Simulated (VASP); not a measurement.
# Zr (Immm) in VASP: notebook

Runs on Zr. Level: PBEsol. Tasks: single point.

All numbers are computed with VASP 6.6.1; they aren't measurements. Logs are shortened: lines on timing, memory, paths and dates and some standing lists are left out, and cuts for length are marked.

### 1 The cell of the first run

The structure is orthorhombic, space group Immm (No. 71). The conventional cell has a = 3.069 Å, b = 3.309 Å, c = 4.510 Å, α = 90.00°, β = 90.00°, γ = 90.00°. Zr (site symmetry mmm) has 12 Zr at 3.07 to 3.31 Å within 4.0 Å.

### 2 Single point, PBEsol (strain +0.0750 x Voigt [0, 0, 0, 0, 0, 1])

INCAR

```
SYSTEM = Zr
PREC = Accurate
ENCUT = 520
EDIFF = 1E-6
ISMEAR = 0
SIGMA = 0.15
LREAL = .FALSE.
LASPH = .TRUE.
NELM = 60
ALGO = Fast
ISIF = 2
LWAVE = .FALSE.
LCHARG = .TRUE.
GGA = PS
LELF = .TRUE.
LVHAR = .TRUE.
NBANDS = 12
```

KPOINTS

```
regular mesh
0
G
  18 18 18
  0 0 0
```

POSCAR

```
Zr
1.0
    0.0845625000      2.2550000000      2.2550000000
    2.2550000000      0.0845625000      2.2550000000
    2.3395625000      2.3395625000      0.0000000000
Zr
1
Direct
    0.0000000000      0.0000000000      0.0000000000
```

Potentials or basis: VASP PAW PBE potentials, release 64 (Zr_sv).

The run is started by

```console
cat potpaw_PBE.64/Zr_sv/POTCAR > POTCAR
mpirun -np 1 vasp_std > vasp.out
```

OUTCAR:

```text
SYSTEM = Zr
   PREC = Accurate
   ENCUT = 520
   EDIFF = 1E-6
   ISMEAR = 0
   LREAL = .FALSE.
   LASPH = .TRUE.
   NELM = 60
   ISIF = 2
   GGA = PS

 ion  position               nearest neighbor table
   1  0.000  0.000  0.000-

  LATTYP: Found a body centered orthorhombic cell.
 ALAT       =     3.0694621488
 B/A-ratio  =     1.0779220779
 C/A-ratio  =     1.4693127921

  Lattice vectors:

 A1 = (   2.2550000000,   0.0845625000,  -2.2550000000)
 A2 = (  -2.2550000000,  -0.0845625000,  -2.2550000000)
 A3 = (   0.0845625000,   2.2550000000,   2.2550000000)

Analysis of symmetry for initial positions (statically):
=====================================================================
 Subroutine PRICEL returns:
 Original cell was already a primitive cell.

 Routine SETGRP: Setting up the symmetry group for a
 body centered orthorhombic supercell.

 Subroutine GETGRP returns: Found  8 space group operations
 (whereof  8 operations were pure point group operations)
 out of a pool of  8 trial point group operations.

The static configuration has the point symmetry D_2h.

Analysis of symmetry for dynamics (positions and initial velocities):
=====================================================================
 Subroutine PRICEL returns:
 Original cell was already a primitive cell.

 Routine SETGRP: Setting up the symmetry group for a
 body centered orthorhombic supercell.

 Subroutine GETGRP returns: Found  8 space group operations
 (whereof  8 operations were pure point group operations)
 out of a pool of  8 trial point group operations.

The dynamic configuration has the point symmetry D_2h.

 Subroutine INISYM returns: Found  8 space group operations
 (whereof  8 operations are pure point group operations),
 and found     1 'primitive' translations

----------------------------------------------------------------------------------------

                                     Primitive cell

  volume of cell :      22.9012

  direct lattice vectors                    reciprocal lattice vectors
     0.084562500  2.255000000  2.255000000    -0.230368301  0.230368301  0.221729490
     2.255000000  0.084562500  2.255000000     0.230368301 -0.230368301  0.221729490
     2.339562500  2.339562500  0.000000000     0.213715171  0.213715171 -0.221729490

  length of vectors
     3.190172537  3.190172537  3.308641018     0.394085112  0.394085112  0.374849724

  position of ions in fractional coordinates (direct lattice)
     0.000000000  0.000000000  0.000000000

  ion indices of the primitive-cell ions
   primitive index   ion index
                 1           1

----------------------------------------------------------------------------------------

 KPOINTS: regular mesh

Automatic generation of k-mesh.
 Grid dimensions read from file:
 generate k-points for:   18   18   18

 Generating k-lattice:

  Cartesian coordinates                     Fractional coordinates (reciprocal lattice)
    -0.012798239  0.012798239  0.012318305     0.055555556  0.000000000  0.000000000
     0.012798239 -0.012798239  0.012318305     0.000000000  0.055555556  0.000000000
     0.011873065  0.011873065 -0.012318305    -0.000000000 -0.000000000  0.055555556

  Length of vectors
     0.021893617  0.021893617  0.020824985

  Shift w.r.t. Gamma in fractional coordinates (k-lattice)
     0.000000000  0.000000000  0.000000000

 Subroutine IBZKPT returns following result:
 ===========================================

 Found    865 irreducible k-points:

 Following reciprocal coordinates:
            Coordinates               Weight
  0.000000  0.000000  0.000000      1.000000
  0.055556  0.000000  0.000000      4.000000
  0.111111  0.000000  0.000000      4.000000
  0.166667  0.000000  0.000000      4.000000
  0.222222  0.000000  0.000000      4.000000
  0.277778  0.000000  0.000000      4.000000
[... 16 lines left out ...]
 -0.277778  0.055556  0.000000      4.000000
 -0.222222  0.055556  0.000000      4.000000
 [... further k-points ...]
   k-points           NKPTS =    865   k-points in BZ     NKDIM =    865   number of bands    NBANDS=     12
   number of dos      NEDOS =    301   number of ions     NIONS =      1
   total plane-waves  NPLWV =  16128
   dimension x,y,z NGX =    24 NGY =   24 NGZ =   28
   dimension x,y,z NGXF=    48 NGYF=   48 NGZF=   56
   ions per type =               1
   NGX,Y,Z   is equivalent  to a cutoff of  12.51, 12.51, 14.07 a.u.
   NGXF,Y,Z  is equivalent  to a cutoff of  25.01, 25.01, 28.14 a.u.
 SYSTEM =  Zr
   PREC   = accura    normal or accurate (medium, high low for compatibility)
   ISTART =      0    job   : 0-new  1-cont  2-samecut
   ICHARG =      2    charge: 1-file 2-atom 10-const
   ISPIN  =      1    spin polarized calculation?
   LNONCOLLINEAR =      F non collinear calculations
   LSORBIT =      F    spin-orbit coupling
   LASPH  =      T    aspherical Exc in radial PAW
   ENCUT  =  520.0 eV  38.22 Ry    6.18 a.u.   5.93  5.93  6.15*2*pi/ulx,y,z
   NELM   =     60;   NELMIN=  2; NELMDL= -5     # of ELM steps
   EDIFF  = 0.1E-05   stopping-criterion for ELM
   LREAL  =      F    real-space projection
   EDIFFG = 0.1E-04   stopping-criterion for IOM
   NSW    =      0    number of steps for IOM
   IBRION =     -1    ionic relax: 0-MD 1-quasi-New 2-CG
   NFREE  =      0    steps in history (QN), initial steepest desc. (CG)
   ISIF   =      2    stress and relaxation
   ISYM   =      2    0-nonsym 1-usesym 2-fastsym
   POTIM  = 0.5000    time-step for ionic-motion
   TEBEG  =    0.0;   TEEND  =   0.0 temperature during run
   PSTRESS=    0.0 pullay stress
   NELECT =      12.0000    total number of electrons
   NUPDOWN=      -1.0000    fix difference up-down
   EMIN   =  10.00;   EMAX   =-10.00  energy-range for DOS
   EFERMI =   0.00;   METHOD = LEGACY
   ISMEAR =     0;   SIGMA  =   0.15  broadening in eV -4-tet -1-fermi 0-gaus
   EFERMI_NEDOS =   21; number of points for ismear=-14 and -15
   IALGO  =     68    algorithm
   IMIX   =      4    mixing-type and parameters
     AMIX     =   0.40;   BMIX     =  1.00
     AMIX_MAG =   1.60;   BMIX_MAG =  1.00
  volume/ion in A,a.u.               =      22.90       154.55
  Fermi-wavevector in a.u.,A,eV,Ry     =   1.319823  2.494104 23.700441  1.741933
  Thomas-Fermi vector in A             =   2.449694
   LORBIT       =      0    0 simple, 1 ext, 2 COOP (PROOUT), +10 PAW based schemes
   GGA     = PS    functional components
   LHFCALC =     F    Hartree Fock is set to
   AEXX    =    0.0000 exact exchange contribution
   IVDW    =     0    specifies the selected vdW correction
   LEPSILON=     F    determine dielectric tensor
   LRPA    =     F    only Hartree local field effects (RPA)
 non-spin polarized calculation
 RMM-DIIS sequential band-by-band and
 Gauss-broadening in eV      SIGMA  =   0.15
  energy-cutoff  :      520.00
  volume of cell :       22.90
 maximum number of plane-waves:       634
   NGX = 11   NGY = 11   NGZ = 13

 number of electron      12.0000000 magnetization

 Free energy of the ion-electron system (eV)
  ---------------------------------------------------
  ext. energy  EPLUGINS =         0.00000000
  ---------------------------------------------------
  free energy    TOTEN  =        -9.03342934 eV

  energy without entropy =       -9.01663293  energy(sigma->0) =       -9.02503113

 E-fermi :   8.9334     XC(G=0): -11.2748

 val. band max:        8.9318858636   @ k =  -0.0000  -0.0000   0.3333
 cond. band min:       8.9345987395   @ k =   0.2222   0.1667   0.1111
 fundamental gap:      0.0027128759
 Fermi energy:         8.9334091926

 k-point     1 :       0.0000    0.0000    0.0000
  band No.  band energies     occupation
      1     -39.6355      2.00000
      2     -17.2021      2.00000
      3     -17.1514      2.00000
      4     -17.0721      2.00000
      5       3.3518      2.00000
      6       9.4153      0.00001
      7       9.7986      0.00000
      8      10.4725      0.00000
      9      12.4417      0.00000
     10      12.4529      0.00000
     11      19.4757      0.00000
     12      22.9577      0.00000

 k-point     2 :       0.0556    0.0000    0.0000
  band No.  band energies     occupation
      1     -39.6303      2.00000
      2     -17.2059      2.00000
      3     -17.1667      2.00000
      4     -17.0990      2.00000
      5       3.4598      2.00000
      6       9.4690      0.00000
      7       9.8209      0.00000
      8      10.4042      0.00000
      9      12.3637      0.00000
     10      12.3867      0.00000
     11      19.7219      0.00000
     12      23.1889      0.00000

 k-point     3 :       0.1111    0.0000    0.0000
  band No.  band energies     occupation
      1     -39.6150      2.00000
      2     -17.2441      2.00000
      3     -17.2171      2.00000
      4     -17.1423      2.00000
      5       3.7717      2.00000
      6       9.6122      0.00000
      7       9.7508      0.00000
      8      10.3722      0.00000
      9      12.1751      0.00000
     10      12.2228      0.00000
     11      20.3568      0.00000
     12      22.7001      0.00000

 k-point     4 :       0.1667    0.0000    0.0000
  band No.  band energies     occupation
      1     -39.5915      2.00000
      2     -17.3943      2.00000
      3     -17.2341      2.00000
      4     -17.1739      2.00000
      5       4.2495      2.00000
      6       9.4707      0.00000
      7       9.7807      0.00000
      8      10.5417      0.00000
      9      12.0014      0.00000
     10      12.0722      0.00000
     11      20.7928      0.00000
     12      22.2546      0.00000

 k-point     5 :       0.2222    0.0000    0.0000
  band No.  band energies     occupation
      1     -39.5625      2.00000
      2     -17.5809      2.00000
      3     -17.2549      2.00000
      4     -17.2057      2.00000
      5       4.8208      2.00000
      6       9.1917      0.01487
      7       9.8564      0.00000
      8      10.6602      0.00000
      9      12.0166      0.00000
     10      12.1444      0.00000
     11      20.2315      0.00000
     12      22.9652      0.00000
[... 228 lines left out ...]
      1     -39.4680      2.00000
      2     -18.1399      2.00000
      3     -17.3241      2.00000
      4     -17.3134      2.00000
      5       6.0511      2.00000
      6       9.4018      0.00001
      7       9.7313      0.00000
      8      10.0786      0.00000
      9      13.2986      0.00000
     10      14.5268      0.00000
     11      18.8280      0.00000
     12      20.7057      0.00000

 k-point    22 :      -0.3333    0.0556    0.0000
  band No.  band energies     occupation
      1     -39.4885      2.00000
      2     -18.0221      2.00000
      3     -17.3047      2.00000
      4     -17.2932      2.00000
      5       5.9360      2.00000
      6       9.2812      0.00104
      7       9.5647      0.00000
      8      10.2273      0.00000
      9      12.6606      0.00000
     10      13.9574      0.00000
     11      19.0455      0.00000
     12      22.0728      0.00000

 k-point    23 :      -0.2778    0.0556    0.0000
  band No.  band energies     occupation
      1     -39.5156      2.00000
      2     -17.8614      2.00000
      3     -17.2777      2.00000
      4     -17.2703      2.00000
      5       5.6245      2.00000
      6       9.0012      0.52249
      7       9.7703      0.00000
      8      10.4542      0.00000
      9      12.0556      0.00000
     10      13.2694      0.00000
     11      19.5136      0.00000
     12      23.2623      0.00000

 k-point    24 :      -0.2222    0.0556    0.0000
  band No.  band energies     occupation
      1     -39.5460      2.00000
      2     -17.6748      2.00000
      3     -17.2475      2.00000
      4     -17.2466      2.00000
      5       5.1149      2.00000
      6       9.0385      0.32194
      7       9.9277      0.00000
      8      10.6349      0.00000
      9      11.6375      0.00000
     10      12.6648      0.00000
     11      20.1708      0.00000
     12      23.3145      0.00000

 [... further k-points ...]

------------------------ aborting loop because EDIFF is reached ----------------------------------------

  FORCE on cell =-STRESS in cart. coord.  units (eV):
  Direction    XX          YY          ZZ          XY          YZ          ZX
  --------------------------------------------------------------------------------------
  -------------------------------------------------------------------------------------
  Total       -0.3316730     -0.3316730     -0.4249435     -0.4847138      0.0000000      0.0000000
  in kB      -23.2039641    -23.2039641    -29.7292047    -33.9107565      0.0000000      0.0000000
  external PRESSURE =     -25.3790443 kB  Pullay stress =       0.0000000 kB

 VOLUME and BASIS-vectors are now :
 -----------------------------------------------------------------------------
  energy-cutoff  :      520.00
  volume of cell :       22.90
      direct lattice vectors                 reciprocal lattice vectors
     0.084562500  2.255000000  2.255000000    -0.230368301  0.230368301  0.221729490
     2.255000000  0.084562500  2.255000000     0.230368301 -0.230368301  0.221729490
     2.339562500  2.339562500  0.000000000     0.213715171  0.213715171 -0.221729490

 POSITION                                       TOTAL-FORCE (eV/Angst)
 -----------------------------------------------------------------------------------
      0.00000      0.00000      0.00000         0.000000      0.000000     -0.000000
 -----------------------------------------------------------------------------------
    total drift:                               -0.000000     -0.000000      0.000000

  FREE ENERGIE OF THE ION-ELECTRON SYSTEM (eV)
  ---------------------------------------------------
  free  energy   TOTEN  =        -9.0334293355 eV

  energy  without entropy=       -9.0166329335  energy(sigma->0) =       -9.02503113
```

Run time: 3.8 min. Hardware: 1 thread of Intel Xeon 6975P-C, shared host; peak memory 0.34 GiB.

Results:

| Item | Value |
| --- | --- |
| Free energy | -9.0334 eV |
| Pressure | -2.5 GPa |
| Band gap on the k mesh | zero (band 6 reaches 9.71 eV, above the bottom of band 7 at 8.37 eV) |

Caveat: the cell differs from its parent crystal (strain +0.0750 x Voigt [0, 0, 0, 0, 0, 1]); the PAW data sets were made with another functional, which shifts forces and pressure a little.

(Continued in part 2 of 2.)
